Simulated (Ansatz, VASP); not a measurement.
**Cu: VASP beside Ansatz**

INCAR

```
SYSTEM = Cu
ALGO = Fast
EDIFF = 1E-6
ENCUT = 520
GGA = PS
ISIF = 2
ISMEAR = 0
LASPH = .TRUE.
LCHARG = .FALSE.
LREAL = .FALSE.
LWAVE = .FALSE.
NBANDS = 18
NELM = 80
PREC = Accurate
SIGMA = 0.15
```

KPOINTS

```
k-points
0
G
  30 30 14
  0 0 0
```

The input POSCAR:

```
Cu
1.0
    2.5205910253      0.0000000000      0.0000000000
   -1.2602955127      2.1828958605      0.0163717190
    0.0000000000      0.0308739245      4.1165232668
Cu
2
Direct
    0.3333333333      0.6666666667      0.2500000000
    0.6666666667      0.3333333333      0.7500000000
```

Input for Ansatz:

```yaml
crystal:
  lattice:
    - [2.5205910253, 0.0, 0.0]
    - [-1.2602955127, 2.1828958605, 0.016371719]
    - [0.0, 0.0308739245, 4.1165232668]
  atoms:
    - { symbol: Cu, position: [0.3333333333, 0.6666666667, 0.25] }
    - { symbol: Cu, position: [0.6666666667, 0.3333333333, 0.75] }
basis:
  ecutwfc: 420
kpoints:
  mp_grid: { grid: [30, 30, 14] }
hamiltonian:
  xc: pbesol
scf:
  occupations: { method: gaussian, width: 0.15 }
output:
  forces: true
  stress: true
  eigenvalues: true
```

Change from the starting cell: strain +0.0150 x Voigt [0, 0, 0, 1, 0, 0], atoms carried along.

Alike in both runs: task single point; functional PBEsol; k mesh 30 × 30 × 14; occupations gaussian, width 0.15 eV; no spin polarisation.

```csv
,VASP,Ansatz
version,VASP 6.6.1,Ansatz 0.2.0
potentials or method,"VASP PAW PBE potentials, release 64 (Cu), cutoff 520 eV","scalar-relativistic, plane waves, PAW"
valence electrons in the cell,22,38
```

```csv
,VASP,Ansatz,Ansatz less VASP
gap on the k mesh at the Fermi level (eV),none,none,-
pressure (GPa),1.1,0.0,-1.08
"traceless stress, the component that is largest in VASP (GPa)",-0.80,-0.80,+0.001
```

VASP's potentials were made for PBE, not for PBEsol. A gap of «none» marks a metal or a gap that the smearing closes. VASP's potentials hold 22 valence electrons a cell and Ansatz's 38, so a difference there can come from the potentials and not from the codes.
